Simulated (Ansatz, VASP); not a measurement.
# Cd3F: VASP beside Ansatz

```
Cd F
1.0
     3.44284    0.00000    0.00000
     0.00000    3.44284    0.00000
     0.00000    0.00000    8.97603
Cd F
3 1
Direct
  0.50000 0.50000 0.76422
  0.00000 0.00000 0.50000
  0.50000 0.50000 0.23578
  0.00000 0.00000 0.00000
```

Change from the starting cell: species swapped into the Er3Mg type (P4/mmm, No. 123).

Alike in both runs: task single point; functional PBE; k mesh 6 × 6 × 2; occupations gaussian, width 0.1 eV; no spin polarisation.

```csv
,VASP,Ansatz
version,VASP 6.6.1,Ansatz 0.2.0
potentials or method,"VASP PAW PBE potentials, release 64 (Cd, F), cutoff 520 eV","scalar-relativistic, plane waves, PAW"
valence electrons in the cell,43,67
```

```tsv
	VASP	Ansatz	Ansatz less VASP
gap on the k mesh at the Fermi level (eV)	none	none	-
pressure (GPa)	-5.9	-5.9	0.00
traceless stress, the component that is largest in VASP (GPa)	-1.90	-1.91	-0.007
rms of the force components (eV/Å)	0.229	0.227	-0.0016
```

Atom by atom the forces differ by 0.002 eV/Å (rms over components). A gap of «none» marks a metal or a gap that the smearing closes. VASP's potentials hold 43 valence electrons a cell and Ansatz's 67, so a difference there can come from the potentials and not from the codes.
